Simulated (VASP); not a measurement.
Here is a VASP 6.6.1 calculation.

The input INCAR:

```
PREC = Accurate
ENCUT = 520
EDIFF = 1E-7
ISMEAR = -1
SIGMA = 0.1
LREAL = F
LASPH = T
NELM = 150
ALGO = Normal
ISIF = 2
LWAVE = F
LCHARG = F
ISPIN = 2
MAGMOM = 0.1
LORBIT = 11
NUPDOWN = 0.1
LMAXMIX = 4
GGA = PE
NBANDS = 16
```

KPOINTS

```
regular mesh
0
Gamma
  13 13 13
```

File POSCAR:

```
Zr
1.0
   -1.8100000000      1.8100000000      1.8100000000
    1.8100000000     -1.8100000000      1.8100000000
    1.8100000000      1.8100000000     -1.8100000000
Zr
1
Direct
    0.0000000000      0.0000000000      0.0000000000
```

Potentials or basis: VASP PAW PBE potentials, release 64 (Zr_sv).

Command:

```sh
$ cat potpaw_PBE.64/Zr_sv/POTCAR > POTCAR
$ mpirun -np 1 vasp_std > vasp.out
```

What does it give for the pressure?

-2.9 GPa.

Caveat: the total moment is fixed, so each spin has its own Fermi level.
